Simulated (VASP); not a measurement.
# Ti5S in VASP: notebook, part 2 of 2

VASP 6.6.1. The steps go on from the part before.

### 4 Single point, PBE

Input file INCAR:

```
PREC = Accurate ; ENCUT = 520
EDIFF = 1E-6 ; ISMEAR = 0
SIGMA = 0.1 ; LREAL = F
LASPH = T ; NELM = 60
ALGO = Normal ; ISIF = 2
LWAVE = F ; LCHARG = F
LDIPOL = T ; IDIPOL = 3
DIPOL = 0.5 0.5 0.395 ; GGA = PE
NBANDS = 42
```

Input file KPOINTS:

```
regular mesh
0
Gamma
  9 9 1
```

Input file POSCAR:

```
Ti5S
1.0
    2.9381632086      0.0000000000      0.0000000000
   -1.4690816043      2.5445239791      0.0000000000
    0.0000000000      0.0000000000     24.7117068140
Ti S
5 1
Direct
    0.6666666667      0.3333333333      0.1618666015
    0.3333333333      0.6666666666      0.2559609806
    0.6666666667      0.3333333333      0.3506708119
    0.3333333333      0.6666666666      0.4475655916
    0.6666666667      0.3333333333      0.5346335206
    1.0000000000      0.5000000000      0.6165330669
```

Potentials or basis: VASP PAW PBE potentials, release 64 (Ti_sv, S).

Command:

```console
> cat potpaw_PBE.64/Ti_sv/POTCAR potpaw_PBE.64/S/POTCAR > POTCAR
> mpirun -np 1 vasp_std > vasp.out
```

OUTCAR:

```text
PREC = Accurate
   ENCUT = 520
   EDIFF = 1E-6
   ISMEAR = 0
   LREAL = F
   LASPH = T
   NELM = 60
   ISIF = 2
   GGA = PE

 ion  position               nearest neighbor table
   1  0.667  0.333  0.162-   2 2.88   2 2.88   2 2.88
   2  0.333  0.667  0.256-   1 2.88   1 2.88   1 2.88   3 2.89   3 2.89   3 2.89
   3  0.667  0.333  0.351-   2 2.89   2 2.89   2 2.89
   4  0.333  0.667  0.448-   5 2.74   5 2.74   5 2.74
   5  0.667  0.333  0.535-   6 2.19   4 2.74   4 2.74   4 2.74
   6  0.000  0.500  0.617-   5 2.19

  LATTYP: Found a hexagonal cell.
 ALAT       =     2.9381632086
 C/A-ratio  =     8.4105970498

  Lattice vectors:

 A1 = (   2.9381632086,   0.0000000000,   0.0000000000)
 A2 = (  -1.4690816043,   2.5445239791,   0.0000000000)
 A3 = (   0.0000000000,   0.0000000000,  24.7117068140)

Analysis of symmetry for initial positions (statically):
=====================================================================
 Subroutine PRICEL returns:
 Original cell was already a primitive cell.

 Routine SETGRP: Setting up the symmetry group for a
 hexagonal supercell.

 Subroutine GETGRP returns: Found  2 space group operations
 (whereof  2 operations were pure point group operations)
 out of a pool of 24 trial point group operations.

The static configuration has the point symmetry C_1h.

Analysis of symmetry for dynamics (positions and initial velocities):
=====================================================================
 Subroutine PRICEL returns:
 Original cell was already a primitive cell.

 Routine SETGRP: Setting up the symmetry group for a
 hexagonal supercell.

 Subroutine GETGRP returns: Found  2 space group operations
 (whereof  2 operations were pure point group operations)
 out of a pool of 24 trial point group operations.

The dynamic configuration has the point symmetry C_1h.

 Subroutine INISYM returns: Found  2 space group operations
[... 132 lines left out ...]
   IVDW    =     0    specifies the selected vdW correction
   LEPSILON=     F    determine dielectric tensor
   LRPA    =     F    only Hartree local field effects (RPA)
 non-spin polarized calculation
 Gauss-broadening in eV      SIGMA  =   0.10
  energy-cutoff  :      520.00
  volume of cell :      184.75
 maximum number of plane-waves:      5059
 NGX is ok and might be reduce to    24
   NGX = 11   NGY = 11   NGZ = 91

 dipolmoment           0.000000      0.000000     -0.026416 electrons x Angstroem

 number of electron      65.9999991 magnetization

 dipolmoment           0.000000      0.000000      0.039507 electrons x Angstroem

 Free energy of the ion-electron system (eV)
  ---------------------------------------------------
  ext. energy  EPLUGINS =         0.00000000
  ---------------------------------------------------
  free energy    TOTEN  =       -42.54709953 eV

  energy without entropy =      -42.50972092  energy(sigma->0) =      -42.52841022

 E-fermi :   2.3949     XC(G=0):  -6.9973

 val. band max:        2.3895044382   @ k =   0.0000   0.2222   0.0000
 cond. band min:       2.3995863108   @ k =   0.2222  -0.0000   0.0000
 fundamental gap:      0.0100818726
 Fermi energy:         2.3948890987

 k-point     1 :       0.0000    0.0000    0.0000
  band No.  band energies     occupation
      1     -54.5774      2.00000
      2     -54.4028      2.00000
      3     -54.3498      2.00000
      4     -54.3279      2.00000
      5     -54.2204      2.00000
      6     -31.0107      2.00000
[... 1069 lines left out ...]
     41       3.9634      0.00000
     42       4.2565      0.00000

 [... further k-points ...]

------------------------ aborting loop because EDIFF is reached ----------------------------------------

 vacuum level on the upper side and lower side of the slab       (xc-potential included)         0.224        -0.750

  FORCE on cell =-STRESS in cart. coord.  units (eV):
  Direction    XX          YY          ZZ          XY          YZ          ZX
  --------------------------------------------------------------------------------------
  -------------------------------------------------------------------------------------
  Total        0.6450528      1.2987255      0.3230484     -0.5660972      1.1547748      2.0001273
  in kB        5.5939767     11.2627062      2.8015149     -4.9092638     10.0143480     17.3453482
  external PRESSURE =       6.5527326 kB  Pullay stress =       0.0000000 kB

 VOLUME and BASIS-vectors are now :
 -----------------------------------------------------------------------------
  energy-cutoff  :      520.00
  volume of cell :      184.75
      direct lattice vectors                 reciprocal lattice vectors
     2.938163209  0.000000000  0.000000000     0.340348690  0.196500408  0.000000000
    -1.469081604  2.544523979  0.000000000     0.000000000  0.393000816  0.000000000
     0.000000000  0.000000000 24.711706814     0.000000000  0.000000000  0.040466650

 POSITION                                       TOTAL-FORCE (eV/Angst)
 -----------------------------------------------------------------------------------
      1.46908      0.84817      4.00000        -0.001107     -0.000639      0.557227
     -0.00000      1.69635      6.32523         0.003657      0.002111     -0.522705
      1.46908      0.84817      8.66567        -0.009071     -0.005237      0.092024
     -0.00000      1.69635     11.06011         0.104591      0.060386     -1.056551
      1.46908      0.84817     13.21171        -1.184483     -0.683862      0.909367
     -0.73454      1.27226     15.23558         1.086413      0.627241      0.020638
 -----------------------------------------------------------------------------------
    total drift:                               -0.000048     -0.000026     -0.000014

  FREE ENERGIE OF THE ION-ELECTRON SYSTEM (eV)
  ---------------------------------------------------
  free  energy   TOTEN  =       -42.5470995254 eV

  energy  without entropy=      -42.5097209158  energy(sigma->0) =      -42.52841022

 vacuum level on the upper side and lower side of the slab         7.545         6.546
```

stdout:

```text
POSCAR found type information on POSCAR TiS
 POSCAR found :  2 types and       6 ions
 scaLAPACK will be used
 LDA part: xc-table for (Slater+PW92), standard interpolation
 POSCAR, INCAR and KPOINTS ok, starting setup
 FFT: planning ... GRIDC
 FFT: planning ... GRID_SOFT
 FFT: planning ... GRID
 WAVECAR not read
 entering main loop
```

Run time: 4.5 min. Hardware: 1 thread of Intel Xeon 6975P-C (Granite Rapids), shared host; peak memory 0.39 GiB.

What came out:

```yaml
Free_energy: -42.5471 eV
Largest_force: 1.642 eV/Å
Band_gap_on_the_k_mesh: zero (bands 33 and 34 overlap by 1.06 eV)
```

Forces on the atoms (eV/Å):
```
Ti  -0.001 -0.001  0.557
Ti   0.004  0.002 -0.523
Ti  -0.009 -0.005  0.092
Ti   0.105  0.060 -1.057
Ti  -1.184 -0.684  0.909
S    1.086  0.627  0.021
```

Levels at points of the mesh, in eV from the Fermi level:
| k point | band 30 | band 31 | band 32 | band 33 | band 34 | band 35 | band 36 | band 37 |
| --- | --- | --- | --- | --- | --- | --- | --- | --- |
| (0.00, 0.00, 0.00) | 0.39 | 0.40 | 0.55 | 0.67 | 0.69 | 0.70 | 0.75 | 0.75 |

### 5 The runs side by side

| cell | gap on the mesh (eV) | largest force (eV/Å) |
| --- | --- | --- |
| as given, atomic positions A | none | 0.90 |
| as given, atomic positions B | none | 1.60 |
| as given, atomic positions C | none | 1.64 |

Alike in all rows: task single point; level PBE; potentials or basis VASP PAW PBE potentials, release 64 (Ti_sv, S); no spin polarisation; k mesh 9 × 9 × 1; cutoff (eV) 520; smearing gaussian 0.1 eV.

Absolute energies hang on the potentials; compare differences alone.

The gap in the log of VASP goes by the Fermi energy; the results here count the filled bands.